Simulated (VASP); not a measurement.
Here is a VASP 6.6.1 calculation.

Contents of INCAR:

```
  ALGO = Normal
  EDIFF = 1E-6
  ENCUT = 500
  GGA = PS
  GGA_COMPAT = False
  ISIF = 2
  ISMEAR = 1
  LASPH = True
  LCHARG = False
  LREAL = False
  LWAVE = False
  NBANDS = 18
  NELM = 120
  PREC = Accurate
  SIGMA = 0.1
```

KPOINTS

```
k-points
0
Gamma
  6 6 4
```

The input POSCAR:

```
TaS2
1.0
    3.3828573416      0.0000000000      0.0000000000
   -1.6914286708      2.9296403952      0.0000000000
    0.0000000000      0.0000000000      6.1679785700
Ta S
1 2
Direct
    0.0000000000      0.0000000000      0.0000000000
    0.6666666667      0.3333333333      0.7542821200
    0.3333333333      0.6666666667      0.2457178800
```

Potentials or basis: VASP PAW PBE potentials, release 64 (Ta_pv, S).

Launch:

```bash
$ cat potpaw_PBE.64/Ta_pv/POTCAR potpaw_PBE.64/S/POTCAR > POTCAR
$ mpirun -np 1 vasp_std > vasp.out
```

Problem. What does it give for the band gap on the k mesh?

Solution. Zero (an odd number of electrons rules out a gap without spin polarisation).

Problem. Predict the largest force.

Solution. 0.080 eV/Å.

Problem. What does it give for the pressure?

Solution. -2.6 GPa.

Stress tensor (GPa, compression positive):
```
-3.09  0.00  0.00
 0.00 -3.09  0.00
 0.00  0.00 -1.58
```

Caveat: the PAW data sets were made with another functional, which shifts forces and pressure a little; spin-orbit coupling is left out, which moves the levels of the heavy elements; this functional lacks dispersion, which binds the layers, so the pressure and a relaxed spacing across them are unreliable.
